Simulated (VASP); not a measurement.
AgRh:

```
Ag Rh
1.0
     2.75895    0.00000    0.00000
    -1.37947    2.38932    0.00000
     0.00000    0.00000    4.77633
Ag Rh
1 1
Direct
  0.00000 0.00000 0.50000
  0.66667 0.33333 0.00000
```

Base run:

```yaml
Program: VASP 6.6.1
Functional: PBE
Potentials_or_basis: VASP PAW PBE potentials, release 64 (Ag, Rh_pv)
Cutoff: 520 eV
k_mesh: 11 × 11 × 6
Occupations: fermi-dirac, width 0.05 eV
Spin: no spin polarisation
```

Its results: band gap on the k mesh zero (band 13 reaches 10.21 eV, above the bottom of band 14 at 8.85 eV); pressure 0.7 GPa.

Problem. The run is repeated on the same cell with these changes: functional from PBE to PBEsol; further incar settings from ALGO = Fast; EDIFF = 1e-06; NBANDS = 20 to ALGO = Normal; EDIFF = 1e-06; NBANDS = 20. What comes out?

Solution. Band gap on the k mesh zero (band 13 reaches 10.03 eV, above the bottom of band 14 at 8.67 eV); pressure -8.0 GPa.

Caveats: the PAW data sets were made with another functional, which shifts forces and pressure a little (some runs).
